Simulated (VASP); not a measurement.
Here is a VASP 6.6.1 calculation.

File INCAR:

```
PREC     = Accurate       # precision mode
ENCUT    = 520            # plane-wave cutoff, eV
EDIFF    = 1E-7           # SCF threshold, eV
ISMEAR   = -1             # smearing method
SIGMA    = 0.05           # smearing width, eV
LREAL    = False          # projectors in reciprocal space
LASPH    = True           # aspherical terms in the spheres
NELM     = 80             # most SCF steps
ALGO     = Normal         # electronic algorithm
ISIF     = 2              # what is computed and relaxed
LWAVE    = False          # write WAVECAR
LCHARG   = False          # write CHGCAR
GGA      = PE             # functional
NBANDS   = 18             # bands
```

Contents of KPOINTS:

```
regular mesh
0
Gamma
  15 15 15
```

POSCAR

```
Re
1.0
    1.3839231524      0.7990084046      6.8995663312
   -1.3839231524      0.7990084046      6.8995663312
    0.0000000000     -1.5980168092      6.8995663312
Re
3
Direct
    0.0000000000      0.0000000000      0.0000000000
    0.2221738800      0.2221738800      0.2221738800
    0.7778261200      0.7778261200      0.7778261200
```

Potentials or basis: VASP PAW PBE potentials, release 64 (Re).

Command:

```console
$ cat potpaw_PBE.64/Re/POTCAR > POTCAR
$ mpirun -np 1 vasp_std > vasp.out
```

(1) What does it give for the largest force?

(2) Estimate the pressure.

Results:

(1) 0.075 eV/Å.

(2) -7.3 GPa.

Caveat: the cell differs from its parent crystal (zz strain of +3 %); the stress differs along the axes, from -16 to -3 GPa.
